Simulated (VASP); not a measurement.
# TiTl (P4/nmm) in VASP: further runs

TiTl is run at these levels: PBE; tasks: single point, relaxation of cell and atoms.

Program: VASP 6.6.1. These are calculated values, not measurements. Logs are shortened: lines on timing, memory, paths and dates and some standing lists are left out, and cuts for length are marked.

**1. The cell of the first run**

Symmetry: P4/nmm, No. 129, tetragonal system. Conventional cell: a = 3.085 Å, b = 3.085 Å, c = 9.450 Å, α = 90.00°, β = 90.00°, γ = 90.00°. Ti (site symmetry 4mm) has 8 Ti at 2.81 to 3.08 Å and 4 Tl at 3.23 Å within 3.7 Å. Tl (site symmetry 4mm) has 12 Tl at 3.08 to 4.36 Å and 5 Ti at 3.23 to 4.16 Å within 4.4 Å.

**2. Single point, PBE**

The input, INCAR:

```
PREC = Accurate
ENCUT = 520
EDIFF = 1E-6
ISMEAR = -1
SIGMA = 0.0984
LREAL = F
LASPH = T
NELM = 60
ALGO = Normal
ISIF = 2
LWAVE = F
LCHARG = F
GGA = PE
NBANDS = 33
```

The input, KPOINTS:

```
Automatic mesh
0
Gamma
  11 11 4
```

The input, POSCAR:

```
TiTl
1.0
    3.0848973072      0.0000000000      0.0000000000
    0.0000000000      3.0848973072      0.0000000000
    0.0000000000      0.0000000000      9.4501816573
Ti Tl
2 2
Direct
    0.0000000000      0.5000000000      0.5939741381
    0.5000000000      0.0000000000      0.4060258619
    0.0000000000      0.5000000000      0.1535827869
    0.5000000000      0.0000000000      0.8464172131
```

Potentials or basis: VASP PAW PBE potentials, release 64 (Ti_sv, Tl_d).

The run is started by

```sh
cat potpaw_PBE.64/Ti_sv/POTCAR potpaw_PBE.64/Tl_d/POTCAR > POTCAR
mpirun -np 1 vasp_std > vasp.out
```

OUTCAR:

```text
PREC = Accurate
   ENCUT = 520
   EDIFF = 1E-6
   ISMEAR = -1
   LREAL = F
   LASPH = T
   NELM = 60
   ISIF = 2
   GGA = PE

 ion  position               nearest neighbor table
   1  0.000  0.500  0.594-   2 2.81   2 2.81   2 2.81   2 2.81   4 3.23   4 3.23   4 3.23   4 3.23

   2  0.500  0.000  0.406-   1 2.81   1 2.81   1 2.81   1 2.81   3 3.23   3 3.23   3 3.23   3 3.23

   3  0.000  0.500  0.154-   2 3.23   2 3.23   2 3.23   2 3.23   4 3.63   4 3.63   4 3.63   4 3.63

   4  0.500  0.000  0.846-   1 3.23   1 3.23   1 3.23   1 3.23   3 3.63   3 3.63   3 3.63   3 3.63

  LATTYP: Found a simple tetragonal cell.
 ALAT       =     3.0848973072
 C/A-ratio  =     3.0633699330

  Lattice vectors:

 A1 = (   3.0848973072,   0.0000000000,   0.0000000000)
 A2 = (   0.0000000000,   3.0848973072,   0.0000000000)
 A3 = (   0.0000000000,   0.0000000000,   9.4501816573)

Analysis of symmetry for initial positions (statically):
=====================================================================
 Subroutine PRICEL returns:
 Original cell was already a primitive cell.

 Routine SETGRP: Setting up the symmetry group for a
 simple tetragonal supercell.

 Subroutine GETGRP returns: Found 16 space group operations
 (whereof  8 operations were pure point group operations)
 out of a pool of 16 trial point group operations.

The static configuration has the point symmetry D_2d.
 The point group associated with its full space group is D_4h.

Analysis of symmetry for dynamics (positions and initial velocities):
=====================================================================
 Subroutine PRICEL returns:
 Original cell was already a primitive cell.

 Routine SETGRP: Setting up the symmetry group for a
 simple tetragonal supercell.

 Subroutine GETGRP returns: Found 16 space group operations
 (whereof  8 operations were pure point group operations)
 out of a pool of 16 trial point group operations.

The dynamic configuration has the point symmetry D_2d.
 The point group associated with its full space group is D_4h.

 Subroutine INISYM returns: Found 16 space group operations
 (whereof  8 operations are pure point group operations),
 and found     1 'primitive' translations

----------------------------------------------------------------------------------------

                                     Primitive cell

  volume of cell :      89.9335

  direct lattice vectors                    reciprocal lattice vectors
     3.084897307  0.000000000  0.000000000     0.324159899  0.000000000  0.000000000
     0.000000000  3.084897307  0.000000000     0.000000000  0.324159899  0.000000000
     0.000000000  0.000000000  9.450181657     0.000000000  0.000000000  0.105818072

  length of vectors
     3.084897307  3.084897307  9.450181657     0.324159899  0.324159899  0.105818072

  position of ions in fractional coordinates (direct lattice)
     0.000000000  0.500000000  0.593974138
     0.500000000  0.000000000  0.406025862
     0.000000000  0.500000000  0.153582787
     0.500000000  0.000000000  0.846417213

  ion indices of the primitive-cell ions
   primitive index   ion index
                 1           1
                 2           2
                 3           3
                 4           4

----------------------------------------------------------------------------------------

 KPOINTS: Automatic mesh

Automatic generation of k-mesh.
 Grid dimensions read from file:
 generate k-points for:   11   11    4

 Generating k-lattice:

  Cartesian coordinates                     Fractional coordinates (reciprocal lattice)
     0.029469082  0.000000000  0.000000000     0.090909091  0.000000000  0.000000000
     0.000000000  0.029469082  0.000000000     0.000000000  0.090909091  0.000000000
     0.000000000  0.000000000  0.026454518     0.000000000  0.000000000  0.250000000

  Length of vectors
     0.029469082  0.029469082  0.026454518

  Shift w.r.t. Gamma in fractional coordinates (k-lattice)
     0.000000000  0.000000000  0.000000000

 Subroutine IBZKPT returns following result:
 ===========================================

 Found     63 irreducible k-points:

 Following reciprocal coordinates:
            Coordinates               Weight
  0.000000  0.000000  0.000000      1.000000
  0.090909  0.000000  0.000000      4.000000
  0.181818  0.000000  0.000000      4.000000
  0.272727  0.000000  0.000000      4.000000
  0.363636  0.000000  0.000000      4.000000
  0.454545  0.000000  0.000000      4.000000
[... 16 lines left out ...]
  0.090909  0.000000  0.250000      8.000000
  0.181818  0.000000  0.250000      8.000000
 [... further k-points ...]
   k-points           NKPTS =     63   k-points in BZ     NKDIM =     63   number of bands    NBANDS=     33
   number of dos      NEDOS =    301   number of ions     NIONS =      4
   total plane-waves  NPLWV =  40320
   dimension x,y,z NGX =    24 NGY =   24 NGZ =   70
   dimension x,y,z NGXF=    48 NGYF=   48 NGZF=  140
   ions per type =               2   2
   NGX,Y,Z   is equivalent  to a cutoff of  12.93, 12.93, 12.31 a.u.
   NGXF,Y,Z  is equivalent  to a cutoff of  25.87, 25.87, 24.63 a.u.
 SYSTEM =  unknown system
   PREC   = accura    normal or accurate (medium, high low for compatibility)
   ISTART =      0    job   : 0-new  1-cont  2-samecut
   ICHARG =      2    charge: 1-file 2-atom 10-const
   ISPIN  =      1    spin polarized calculation?
   LNONCOLLINEAR =      F non collinear calculations
   LSORBIT =      F    spin-orbit coupling
   LASPH  =      T    aspherical Exc in radial PAW
   ENCUT  =  520.0 eV  38.22 Ry    6.18 a.u.   5.74  5.74 17.57*2*pi/ulx,y,z
   NELM   =     60;   NELMIN=  2; NELMDL= -5     # of ELM steps
   EDIFF  = 0.1E-05   stopping-criterion for ELM
   LREAL  =      F    real-space projection
   EDIFFG = 0.1E-04   stopping-criterion for IOM
   NSW    =      0    number of steps for IOM
   IBRION =     -1    ionic relax: 0-MD 1-quasi-New 2-CG
   NFREE  =      0    steps in history (QN), initial steepest desc. (CG)
   ISIF   =      2    stress and relaxation
   ISYM   =      2    0-nonsym 1-usesym 2-fastsym
   POTIM  = 0.5000    time-step for ionic-motion
   TEBEG  =    0.0;   TEEND  =   0.0 temperature during run
   PSTRESS=    0.0 pullay stress
   NELECT =      50.0000    total number of electrons
   NUPDOWN=      -1.0000    fix difference up-down
   EMIN   =  10.00;   EMAX   =-10.00  energy-range for DOS
   EFERMI =   0.00;   METHOD = LEGACY
   ISMEAR =    -1;   SIGMA  =   0.10  broadening in eV -4-tet -1-fermi 0-gaus
   EFERMI_NEDOS =   21; number of points for ismear=-14 and -15
   IALGO  =     38    algorithm
   IMIX   =      4    mixing-type and parameters
     AMIX     =   0.40;   BMIX     =  1.00
     AMIX_MAG =   1.60;   BMIX_MAG =  1.00
  volume/ion in A,a.u.               =      22.48       151.73
  Fermi-wavevector in a.u.,A,eV,Ry     =   1.346142  2.543840 24.655105  1.812099
  Thomas-Fermi vector in A             =   2.473998
   LORBIT       =      0    0 simple, 1 ext, 2 COOP (PROOUT), +10 PAW based schemes
   GGA     = PE    functional components
   LHFCALC =     F    Hartree Fock is set to
   AEXX    =    0.0000 exact exchange contribution
   IVDW    =     0    specifies the selected vdW correction
   LEPSILON=     F    determine dielectric tensor
   LRPA    =     F    only Hartree local field effects (RPA)
 non-spin polarized calculation
  energy-cutoff  :      520.00
  volume of cell :       89.93
 maximum number of plane-waves:      2440
 NGX is ok and might be reduce to    24
   NGX = 11   NGY = 11   NGZ = 35

 number of electron      50.0000012 magnetization

 Free energy of the ion-electron system (eV)
  ---------------------------------------------------
  ext. energy  EPLUGINS =         0.00000000
  ---------------------------------------------------
  free energy    TOTEN  =       -19.43437037 eV

  energy without entropy =      -19.32405820  energy(sigma->0) =      -19.37921429

 E-fermi :   7.6459     XC(G=0): -10.8352

 val. band max:        7.6262897706   @ k =   0.4545   0.4545   0.0000
 cond. band min:       7.6460188222   @ k =   0.2727   0.0909   0.5000
 fundamental gap:      0.0197290515
 Fermi energy:         7.6459001093

 k-point     1 :       0.0000    0.0000    0.0000
  band No.  band energies     occupation
      1     -49.4862      2.00000
      2     -49.3722      2.00000
      3     -25.8570      2.00000
      4     -25.6581      2.00000
      5     -25.6581      2.00000
      6     -25.5574      2.00000
[... 25 lines left out ...]
     32       9.9539      0.00000
     33      10.3960      0.00000

 k-point     2 :       0.0909    0.0000    0.0000
  band No.  band energies     occupation
      1     -49.4823      2.00000
      2     -49.3729      2.00000
      3     -25.8557      2.00000
      4     -25.6894      2.00000
      5     -25.6527      2.00000
      6     -25.5423      2.00000
[... 25 lines left out ...]
     32      10.2851      0.00000
     33      10.3087      0.00000

 k-point     3 :       0.1818    0.0000    0.0000
  band No.  band energies     occupation
      1     -49.4714      2.00000
      2     -49.3755      2.00000
      3     -25.8549      2.00000
      4     -25.7522      2.00000
      5     -25.6373      2.00000
      6     -25.5236      2.00000
[... 25 lines left out ...]
     32      10.1872      0.00000
     33      10.6441      0.00000

 k-point     4 :       0.2727    0.0000    0.0000
  band No.  band energies     occupation
      1     -49.4553      2.00000
      2     -49.3806      2.00000
      3     -25.8620      2.00000
      4     -25.8179      2.00000
      5     -25.6140      2.00000
      6     -25.5401      2.00000
[... 673 lines left out ...]
     32      10.3182      0.00000
     33      10.3960      0.00000

 k-point    23 :       0.0909    0.0000    0.2500
  band No.  band energies     occupation
      1     -49.4823      2.00000
      2     -49.3729      2.00000
      3     -25.8557      2.00000
      4     -25.6894      2.00000
      5     -25.6527      2.00000
      6     -25.5423      2.00000
[... 25 lines left out ...]
     32      10.3103      0.00000
     33      10.6611      0.00000

 k-point    24 :       0.1818    0.0000    0.2500
  band No.  band energies     occupation
      1     -49.4714      2.00000
      2     -49.3755      2.00000
      3     -25.8549      2.00000
      4     -25.7522      2.00000
      5     -25.6373      2.00000
      6     -25.5236      2.00000
[... 25 lines left out ...]
     32      10.1848      0.00000
     33      10.7728      0.00000

 [... further k-points ...]

------------------------ aborting loop because EDIFF is reached ----------------------------------------

  FORCE on cell =-STRESS in cart. coord.  units (eV):
  Direction    XX          YY          ZZ          XY          YZ          ZX
  --------------------------------------------------------------------------------------
  -------------------------------------------------------------------------------------
  Total       -0.0719931     -0.0719931     -0.0668920      0.0000000      0.0000000      0.0000000
  in kB       -1.2825659     -1.2825659     -1.1916891      0.0000000      0.0000000      0.0000000
  external PRESSURE =      -1.2522736 kB  Pullay stress =       0.0000000 kB

 VOLUME and BASIS-vectors are now :
 -----------------------------------------------------------------------------
  energy-cutoff  :      520.00
  volume of cell :       89.93
      direct lattice vectors                 reciprocal lattice vectors
     3.084897307  0.000000000  0.000000000     0.324159899  0.000000000  0.000000000
     0.000000000  3.084897307  0.000000000     0.000000000  0.324159899  0.000000000
     0.000000000  0.000000000  9.450181657     0.000000000  0.000000000  0.105818072

 POSITION                                       TOTAL-FORCE (eV/Angst)
 -----------------------------------------------------------------------------------
      0.00000      1.54245      5.61316        -0.000000      0.000000     -0.007228
      1.54245      0.00000      3.83702         0.000000      0.000000      0.007228
      0.00000      1.54245      1.45139        -0.000000      0.000000      0.002968
      1.54245      0.00000      7.99880        -0.000000      0.000000     -0.002968
 -----------------------------------------------------------------------------------
    total drift:                                0.000000      0.000000      0.000000

  FREE ENERGIE OF THE ION-ELECTRON SYSTEM (eV)
  ---------------------------------------------------
  free  energy   TOTEN  =       -19.4343703721 eV

  energy  without entropy=      -19.3240581996  energy(sigma->0) =      -19.37921429
```

Wall time 73 s (1 thread of AMD EPYC 9R45 (Zen 5), shared host); peak memory 0.27 GiB.

What came out:

| Property | Result |
| --- | --- |
| Free energy | -19.4344 eV |
| Pressure | -0.1 GPa |
| Largest force | 0.007 eV/Å |
| Band gap on the k mesh | zero (bands 25 and 26 overlap by 1.14 eV) |

Forces in eV/Å, atoms in the order of the input:
```
Ti   0.000  0.000 -0.007
Ti   0.000  0.000  0.007
Tl   0.000  0.000  0.003
Tl   0.000  0.000 -0.003
```

Caveat: spin-orbit coupling is left out, which moves the levels of the heavy elements.

**3. Relaxation of cell and atoms, PBE**

This run uses another cell than the first one, of 20.50 Å³/atom.

The input, INCAR:

```
SYSTEM = TiTl
  PREC = Accurate
  ENCUT = 600
  EDIFF = 1E-6
  ISMEAR = -1
  SIGMA = 0.0984
  LREAL = .False.
  LASPH = .True.
  NELM = 60
  ALGO = Normal
  ISIF = 3
  LWAVE = .False.
  LCHARG = .False.
  GGA = PE
  IBRION = 2
  NSW = 100
  EDIFFG = -0.03
```

The input, KPOINTS:

```
Automatic mesh
0
Gamma
  11 11 4
  0 0 0
```

The input, POSCAR:

```
TiTl
1.0
    2.9849180000      0.0000000000      0.0000000000
    0.0000000000      2.9849180000      0.0000000000
    0.0000000000      0.0000000000      9.2034990000
Ti Tl
2 2
Direct
    0.0000000000      0.5000000000      0.6080000000
    0.5000000000      0.0000000000      0.3920000000
    0.0000000000      0.5000000000      0.1300000000
    0.5000000000      0.0000000000      0.8700000000
```

Potentials or basis: VASP PAW PBE potentials, release 64 (Ti_sv, Tl_d).

The run is started by

```sh
cat potpaw_PBE.64/Ti_sv/POTCAR potpaw_PBE.64/Tl_d/POTCAR > POTCAR
mpirun -np 1 vasp_std > vasp.out
```

Run time: 9.2 min. Hardware: 1 thread of AMD EPYC 9R45 (Zen 5), shared host; peak memory 0.3 GiB.

It converged, with:

* Free energy: -19.4311 eV
* Relaxed volume: 22.44 Å³/atom
* Relaxed cell: a = 3.084 Å, b = 3.084 Å, c = 9.439 Å, α = 90.00°, β = 90.00°, γ = 90.00°
* Space group after relaxing (to 0.1 Å): P4/nmm (No. 129)
* Energy gained by relaxing: 101.1 meV/atom
* Ionic steps: 12
* Pressure after relaxing: 0.0 GPa
* Largest force after relaxing: 0.027 eV/Å
* Band gap on the k mesh: zero (bands 25 and 26 overlap by 1.14 eV)

Forces on the atoms (eV/Å):
```
Ti   0.000  0.000 -0.011
Ti   0.000  0.000  0.011
Tl   0.000  0.000 -0.027
Tl   0.000  0.000  0.027
```

The path:
```csv
step,energy change (eV),largest force (eV/Å),pressure (GPa),volume (Å³)
1,0.0000,1.1012,5.89,82.00
2,-0.2239,0.7194,-2.59,91.26
3,-0.2257,0.7129,-1.93,90.30
4,-0.3232,0.4608,-0.76,89.15
5,-0.3580,0.3238,0.82,87.89
6,-0.3846,0.1754,0.05,89.11
7,-0.3962,0.0551,-0.72,90.64
8,-0.4022,0.0703,0.58,89.10
9,-0.4029,0.0668,0.28,89.45
10,-0.4041,0.0351,-0.06,89.87
11,-0.4042,0.0347,-0.03,89.83
12,-0.4044,0.0275,0.01,89.78
```

Final structure:
```
Ti Tl
1.0
     3.08403    0.00000    0.00000
     0.00000    3.08403    0.00000
     0.00000    0.00000    9.43937
Ti Tl
2 2
Direct
  0.00000 0.50000 0.59402
  0.50000 0.00000 0.40598
  0.00000 0.50000 0.15456
  0.50000 0.00000 0.84544
```

Levels at points of the mesh, in eV from the Fermi level:
```csv
k point,band 23,band 24,band 25,band 26,band 27,band 28
"(0.00, 0.00, 0.00)",-1.54,-1.08,0.40,0.76,0.76,1.28
"(0.00, 0.00, 0.50)",-1.54,-1.19,0.40,0.76,0.76,1.69
```

Caveat: spin-orbit coupling is left out, which moves the levels of the heavy elements.
